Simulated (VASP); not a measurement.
# MoS2 (P-3m1) in VASP: notebook

Runs on MoS2. Level: PBEsol. Tasks: single point, relaxation of cell and atoms.

Everything below comes from runs of VASP 6.6.1. Logs are shortened: lines on timing, memory, paths and dates and some standing lists are left out, and cuts for length are marked.

### 1 The cell of the first run

It takes space group P-3m1 (No. 164, trigonal). The conventional cell has a = 3.138 Å, b = 3.138 Å, c = 6.148 Å, α = 90.00°, β = 90.00°, γ = 120.00°. Within 3.2 Å of Mo (site symmetry -3m) lie 6 S at 2.41 Å and 6 Mo at 3.14 Å. Within 3.2 Å of S (site symmetry 3m) lie 3 Mo at 2.41 Å and 6 S at 3.14 Å.

### 2 Single point, PBEsol

The input, INCAR:

```
SYSTEM = MoS2
PREC = Accurate ; ENCUT = 520
EDIFF = 1E-6 ; ISMEAR = 1
SIGMA = 0.1 ; LREAL = .FALSE.
LASPH = .TRUE. ; NELM = 80
ALGO = Normal ; ISIF = 2
LWAVE = .FALSE. ; LCHARG = .FALSE.
GGA = PS ; NBANDS = 20
```

The input, KPOINTS:

```
Automatic mesh
0
G
  15 15 7
  0 0 0
```

The input, POSCAR:

```
MoS2
1.0
    3.1382914345      0.0000000000      0.0000000000
   -1.5691457172      2.7178401067      0.0000000000
    0.0000000000      0.0000000000      6.1483835487
Mo S
1 2
Direct
    0.0000000000      0.0000000000      0.5000000000
    0.3333333333      0.6666666667      0.2417104666
    0.6666666667      0.3333333333      0.7582895334
```

Potentials or basis: VASP PAW PBE potentials, release 64 (Mo_sv, S).

Run with:

```
cat potpaw_PBE.64/Mo_sv/POTCAR potpaw_PBE.64/S/POTCAR > POTCAR
mpirun -np 1 vasp_std > vasp.out
```

OUTCAR:

```text
SYSTEM = MoS2
   PREC = Accurate
   ENCUT = 520
   EDIFF = 1E-6
   ISMEAR = 1
   LREAL = .FALSE.
   LASPH = .TRUE.
   NELM = 80
   ISIF = 2
   GGA = PS

 ion  position               nearest neighbor table
   1  0.000  0.000  0.500-   2 2.41   3 2.41   2 2.41   3 2.41   3 2.41   2 2.41
   2  0.333  0.667  0.242-   1 2.41   1 2.41   1 2.41
   3  0.667  0.333  0.758-   1 2.41   1 2.41   1 2.41

  LATTYP: Found a hexagonal cell.
 ALAT       =     3.1382914345
 C/A-ratio  =     1.9591499633

  Lattice vectors:

 A1 = (   3.1382914345,   0.0000000000,   0.0000000000)
 A2 = (  -1.5691457172,   2.7178401067,   0.0000000000)
 A3 = (   0.0000000000,   0.0000000000,   6.1483835487)

Analysis of symmetry for initial positions (statically):
=====================================================================
 Subroutine PRICEL returns:
 Original cell was already a primitive cell.

 Routine SETGRP: Setting up the symmetry group for a
 hexagonal supercell.

 Subroutine GETGRP returns: Found 12 space group operations
 (whereof 12 operations were pure point group operations)
 out of a pool of 24 trial point group operations.

The static configuration has the point symmetry D_3d.

Analysis of symmetry for dynamics (positions and initial velocities):
=====================================================================
 Subroutine PRICEL returns:
 Original cell was already a primitive cell.

 Routine SETGRP: Setting up the symmetry group for a
 hexagonal supercell.

 Subroutine GETGRP returns: Found 12 space group operations
 (whereof 12 operations were pure point group operations)
 out of a pool of 24 trial point group operations.

The dynamic configuration has the point symmetry D_3d.

 Subroutine INISYM returns: Found 12 space group operations
 (whereof 12 operations are pure point group operations),
 and found     1 'primitive' translations

----------------------------------------------------------------------------------------

                                     Primitive cell

  volume of cell :      52.4419

  direct lattice vectors                    reciprocal lattice vectors
     3.138291435  0.000000000  0.000000000     0.318644721  0.183969616  0.000000000
    -1.569145717  2.717840107  0.000000000     0.000000000  0.367939231  0.000000000
     0.000000000  0.000000000  6.148383549     0.000000000  0.000000000  0.162644375

  length of vectors
     3.138291435  3.138291434  6.148383549     0.367939231  0.367939231  0.162644375

  position of ions in fractional coordinates (direct lattice)
[... 81 lines left out ...]
   EDIFF  = 0.1E-05   stopping-criterion for ELM
   LREAL  =      F    real-space projection
   EDIFFG = 0.1E-04   stopping-criterion for IOM
   NSW    =      0    number of steps for IOM
   IBRION =     -1    ionic relax: 0-MD 1-quasi-New 2-CG
   NFREE  =      0    steps in history (QN), initial steepest desc. (CG)
   ISIF   =      2    stress and relaxation
   ISYM   =      2    0-nonsym 1-usesym 2-fastsym
   POTIM  = 0.5000    time-step for ionic-motion
   TEBEG  =    0.0;   TEEND  =   0.0 temperature during run
   PSTRESS=    0.0 pullay stress
   NELECT =      26.0000    total number of electrons
   NUPDOWN=      -1.0000    fix difference up-down
   EMIN   =  10.00;   EMAX   =-10.00  energy-range for DOS
   EFERMI =   0.00;   METHOD = LEGACY
   ISMEAR =     1;   SIGMA  =   0.10  broadening in eV -4-tet -1-fermi 0-gaus
   EFERMI_NEDOS =   21; number of points for ismear=-14 and -15
   IALGO  =     38    algorithm
   IMIX   =      4    mixing-type and parameters
     AMIX     =   0.40;   BMIX     =  1.00
     AMIX_MAG =   1.60;   BMIX_MAG =  1.00
  volume/ion in A,a.u.               =      17.48       117.97
  Fermi-wavevector in a.u.,A,eV,Ry     =   1.295706  2.448530 22.842207  1.678855
  Thomas-Fermi vector in A             =   2.427209
   LORBIT       =      0    0 simple, 1 ext, 2 COOP (PROOUT), +10 PAW based schemes
   GGA     = PS    functional components
   LHFCALC =     F    Hartree Fock is set to
   AEXX    =    0.0000 exact exchange contribution
   IVDW    =     0    specifies the selected vdW correction
   LEPSILON=     F    determine dielectric tensor
   LRPA    =     F    only Hartree local field effects (RPA)
 non-spin polarized calculation
 Methfessel and Paxton  Order N= 1 SIGMA  =   0.10
  energy-cutoff  :      520.00
  volume of cell :       52.44
 maximum number of plane-waves:      1428
   NGX = 11   NGY = 11   NGZ = 23

 number of electron      25.9999999 magnetization

 Free energy of the ion-electron system (eV)
  ---------------------------------------------------
  ext. energy  EPLUGINS =         0.00000000
  ---------------------------------------------------
  free energy    TOTEN  =       -22.61754811 eV

  energy without entropy =      -22.61805807  energy(sigma->0) =      -22.61771810

 E-fermi :   7.9162     XC(G=0): -11.1364

 val. band max:        7.9060804359   @ k =  -0.2667  -0.4000   0.2857
 cond. band min:       7.9232777856   @ k =   0.0667   0.0000   0.0000
 fundamental gap:      0.0171973497
 Fermi energy:         7.9162031261

 k-point     1 :       0.0000    0.0000    0.0000
  band No.  band energies     occupation
      1     -53.7377      2.00000
      2     -27.8707      2.00000
      3     -27.7142      2.00000
      4     -27.7142      2.00000
      5      -7.2860      2.00000
      6      -5.7041      2.00000
[... 541 lines left out ...]
     19      15.5639      0.00000
     20      17.4024      0.00000

 [... further k-points ...]

------------------------ aborting loop because EDIFF is reached ----------------------------------------

  FORCE on cell =-STRESS in cart. coord.  units (eV):
  Direction    XX          YY          ZZ          XY          YZ          ZX
  --------------------------------------------------------------------------------------
  -------------------------------------------------------------------------------------
  Total       -0.0004900     -0.0004900      0.0026685     -0.0000000      0.0000000      0.0000000
  in kB       -0.0149715     -0.0149715      0.0815272     -0.0000000      0.0000000      0.0000000
  external PRESSURE =       0.0171947 kB  Pullay stress =       0.0000000 kB

 VOLUME and BASIS-vectors are now :
 -----------------------------------------------------------------------------
  energy-cutoff  :      520.00
  volume of cell :       52.44
      direct lattice vectors                 reciprocal lattice vectors
     3.138291435  0.000000000  0.000000000     0.318644721  0.183969616  0.000000000
    -1.569145717  2.717840107  0.000000000     0.000000000  0.367939231  0.000000000
     0.000000000  0.000000000  6.148383549     0.000000000  0.000000000  0.162644375

 POSITION                                       TOTAL-FORCE (eV/Angst)
 -----------------------------------------------------------------------------------
      0.00000      0.00000      3.07419         0.000000      0.000000      0.000000
     -0.00000      1.81189      1.48613         0.000000     -0.000000     -0.005655
      1.56915      0.90595      4.66225        -0.000000      0.000000      0.005655
 -----------------------------------------------------------------------------------
    total drift:                               -0.000000      0.000000      0.000000

  FREE ENERGIE OF THE ION-ELECTRON SYSTEM (eV)
  ---------------------------------------------------
  free  energy   TOTEN  =       -22.6175481111 eV

  energy  without entropy=      -22.6180580663  energy(sigma->0) =      -22.61771810
```

Wall time 2.7 min (1 thread of Intel Xeon 8259CL, shared host); peak memory 0.29 GiB.

Results:

```yaml
Free_energy: -22.6175 eV
Pressure: 0.0 GPa
Largest_force: 0.006 eV/Å
Band_gap_on_the_k_mesh: zero (bands 13 and 14 overlap by 0.97 eV)
```

Forces on the atoms (eV/Å):
```
Mo   0.000  0.000  0.000
S    0.000  0.000 -0.006
S    0.000  0.000  0.006
```

Levels at points of the mesh, in eV from the Fermi level:
| k point | band 9 | band 10 | band 11 | band 12 | band 13 | band 14 | band 15 | band 16 | band 17 | band 18 |
| --- | --- | --- | --- | --- | --- | --- | --- | --- | --- | --- |
| (0.00, 0.00, 0.00) | -3.85 | -1.81 | -1.61 | -0.89 | -0.89 | -0.05 | -0.05 | 3.17 | 3.17 | 6.22 |

Caveat: the PAW data sets were made with another functional, which shifts forces and pressure a little; this functional lacks dispersion, which binds the layers, so the pressure and a relaxed spacing across them are unreliable.

### 3 Relaxation of cell and atoms, PBEsol

This run uses another cell than the first one, of 18.98 Å³/atom.

The input, INCAR:

```
PREC     = Accurate       # precision mode
ENCUT    = 600            # plane-wave cutoff, eV
EDIFF    = 1E-7           # SCF threshold, eV
ISMEAR   = 1              # smearing method
SIGMA    = 0.1            # smearing width, eV
LREAL    = F              # projectors in reciprocal space
LASPH    = T              # aspherical terms in the spheres
NELM     = 100            # most SCF steps
ALGO     = Normal         # electronic algorithm
ISIF     = 3              # what is computed and relaxed
LWAVE    = F              # write WAVECAR
LCHARG   = F              # write CHGCAR
GGA      = PS             # functional
IBRION   = 2              # ionic algorithm
NSW      = 80             # ionic steps
EDIFFG   = -0.01          # ionic threshold
```

The input, KPOINTS:

```
Automatic mesh
0
Gamma
  15 15 7
```

The input, POSCAR:

```
MoS2
1.0
    3.2274645600      0.0000000000      0.0000000000
   -1.6137322800      2.7950663000      0.0000000000
    0.0000000000      0.0000000000      6.3124734200
Mo S
1 2
Direct
    0.0000000000      0.0000000000      0.5000000000
    0.3333333333      0.6666666667      0.2553193200
    0.6666666667      0.3333333333      0.7446806800
```

Potentials or basis: VASP PAW PBE potentials, release 64 (Mo_sv, S).

Run with:

```
cat potpaw_PBE.64/Mo_sv/POTCAR potpaw_PBE.64/S/POTCAR > POTCAR
mpirun -np 1 vasp_std > vasp.out
```

Run time: 54 min. Hardware: 1 thread of Intel Xeon 8259CL, shared host; peak memory 0.36 GiB.

It converged, with:

```yaml
Free_energy: -22.6199 eV
Relaxed_volume: 17.47 Å³/atom
Relaxed_cell: a = 3.138 Å, b = 3.138 Å, c = 6.143 Å, α = 90.00°, β = 90.00°, γ = 120.00°
Space_group_after_relaxing_to_0.1_Å: P-3m1 (No. 164)
Energy_gained_by_relaxing: 17.9 meV/atom
Ionic_steps: 22
Pressure_after_relaxing: 0.0 GPa
Largest_force_after_relaxing: 0.004 eV/Å
Band_gap_on_the_k_mesh: zero (bands 13 and 14 overlap by 0.97 eV)
```

Forces on the atoms (eV/Å):
```
Mo   0.000  0.000  0.000
S    0.000  0.000 -0.004
S    0.000  0.000  0.004
```

The path:
```
step  energy change (eV)  largest force (eV/Å)  pressure (GPa)  volume (Å³)
   1              0.0000                0.0087           -3.35        56.94
   2             -0.0044                0.8862            4.77        53.73
   3             -0.0225                0.4436            0.70        55.22
   4             -0.0459                0.1818            0.17        54.54
   5             -0.0487                0.0477           -0.03        54.24
   6             -0.0487                0.0389           -0.04        54.22
   7             -0.0490                0.0317           -0.10        54.18
   8             -0.0498                0.0105           -0.30        54.05
   9             -0.0510                0.0308           -0.67        53.80
  10             -0.0513                0.1091           -1.34        53.28
  11             -0.0516                0.0716           -1.02        53.52
  12             -0.0516                0.0692           -1.01        53.50
  13             -0.0518                0.0630           -0.95        53.44
  14             -0.0522                0.0504           -0.85        53.33
  15             -0.0528                0.0250           -0.62        53.10
  16             -0.0533                0.0260           -0.15        52.65
  17             -0.0533                0.0320           -0.09        52.60
  18             -0.0534                0.0299           -0.08        52.58
  19             -0.0535                0.0238           -0.06        52.54
  20             -0.0536                0.0118            0.00        52.46
  21             -0.0536                0.0125            0.10        52.29
  22             -0.0537                0.0038            0.03        52.40
```

Final structure:
```
Mo S
1.0
     3.13837    0.00000    0.00000
    -1.56919    2.71791    0.00000
     0.00000    0.00000    6.14332
Mo S
1 2
Direct
  0.00000 0.00000 0.50000
  0.33333 0.66667 0.24152
  0.66667 0.33333 0.75848
```

Levels at points of the mesh, in eV from the Fermi level:
| k point | band 9 | band 10 | band 11 | band 12 | band 13 | band 14 | band 15 | band 16 | band 17 |
| --- | --- | --- | --- | --- | --- | --- | --- | --- | --- |
| (0.00, 0.00, 0.00) | -3.85 | -1.81 | -1.61 | -0.89 | -0.89 | -0.04 | -0.04 | 3.17 | 3.17 |

Caveat: the PAW data sets were made with another functional, which shifts forces and pressure a little; this functional lacks dispersion, which binds the layers, so the pressure and a relaxed spacing across them are unreliable.
